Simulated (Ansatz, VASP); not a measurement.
## One calculation of Sc, two programs

INCAR

```
SYSTEM = Sc
PREC = Accurate
ENCUT = 520
EDIFF = 1E-6
ISMEAR = -1
SIGMA = 0.03
LREAL = .FALSE.
LASPH = .TRUE.
NELM = 60
ALGO = Normal
ISIF = 2
LWAVE = .FALSE.
LCHARG = .FALSE.
GGA = CA
NBANDS = 18
```

The input KPOINTS:

```
Automatic mesh
0
G
  13 13 7
  0 0 0
```

Contents of POSCAR:

```
Sc
1.0
    3.3087978973      0.0000000000      0.0000000000
   -1.6543989486      2.8655030350      0.0000000000
    0.0000000000      0.0000000000      5.1626400000
Sc
2
Direct
    0.3333333333      0.6666666667      0.2500000000
    0.6666666667      0.3333333333      0.7500000000
```

Input for Ansatz:

```yaml
crystal:
  lattice:
    - [3.3087978973, 0.0, 0.0]
    - [-1.6543989486, 2.865503035, 0.0]
    - [0.0, 0.0, 5.16264]
  atoms:
    - { symbol: Sc, position: [0.3333333333, 0.6666666667, 0.25] }
    - { symbol: Sc, position: [0.6666666667, 0.3333333333, 0.75] }
kpoints:
  mp_grid: { grid: [13, 13, 7] }
  band_path:
    path:
      - [0.0, 0.0, 0.0]
      - [0.5, 0.0, 0.0]
      - [0.3333333333, 0.3333333333, 0.0]
      - [0.0, 0.0, 0.0]
      - [0.0, 0.0, 0.5]
      - [0.5, 0.0, 0.5]
      - [0.3333333333, 0.3333333333, 0.5]
      - [0.0, 0.0, 0.5]
      - [0.5, 0.0, 0.5]
    npoints: 5
scf:
  occupations: { method: fermi_dirac, width: 0.03 }
hamiltonian:
  xc: lda
  pseudopotentials: { kind: all_electron, lapw: { basis_error: 0.0005 } }
output:
  forces: true
  stress: true
  eigenvalues: true
```

Change from the starting cell: zz strain of -2 %.

Alike in both runs: task single point; functional LDA; k mesh 13 × 13 × 7; occupations fermi-dirac, width 0.03 eV; no spin polarisation.

|  | VASP | Ansatz |
| --- | --- | --- |
| version | VASP 6.6.1 | Ansatz 0.2.0 |
| potentials or method | VASP PAW LDA potentials, release 64 (Sc_sv), cutoff 520 eV | all-electron LAPW, scalar-relativistic |

|  | VASP | Ansatz | Ansatz less VASP |
| --- | --- | --- | --- |
| pressure (GPa) | -4.4 | -4.4 | -0.04 |
| traceless stress, the component that is largest in VASP (GPa) | -0.47 | -0.47 | +0.004 |

LDA's correlation is that of Perdew and Zunger in VASP and of Perdew and Wang (1992) in Ansatz. Ansatz ran all-electron here, and VASP with PAW potentials.
